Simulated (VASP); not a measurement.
Input of a VASP 6.6.1 run:

The input INCAR:

```
SYSTEM = Cd
PREC = Accurate ; ENCUT = 520
EDIFF = 1E-6 ; ISMEAR = -1
SIGMA = 0.03 ; LREAL = .FALSE.
LASPH = .TRUE. ; NELM = 60
ALGO = Normal ; ISIF = 2
LWAVE = .FALSE. ; LCHARG = .FALSE.
GGA = PE ; NBANDS = 12
```

KPOINTS

```
regular mesh
0
G
  14 14 14
  0 0 0
```

File POSCAR:

```
Cd
1.0
    0.0000000000      2.2495245340      2.2495245340
    2.2495245340      0.0000000000      2.2495245340
    2.2495245340      2.2495245340      0.0000000000
Cd
1
Direct
    0.0000000000      0.0000000000      0.0000000000
```

Potentials or basis: VASP PAW PBE potentials, release 64 (Cd).

Command:

```console
$ cat potpaw_PBE.64/Cd/POTCAR > POTCAR
$ mpirun -np 1 vasp_std > vasp.out
```

(1) Predict the band gap on the k mesh.

(2) Predict the pressure.

## Answers

(1) zero (bands 6 and 7 overlap by 2.78 eV).

(2) 0.2 GPa.
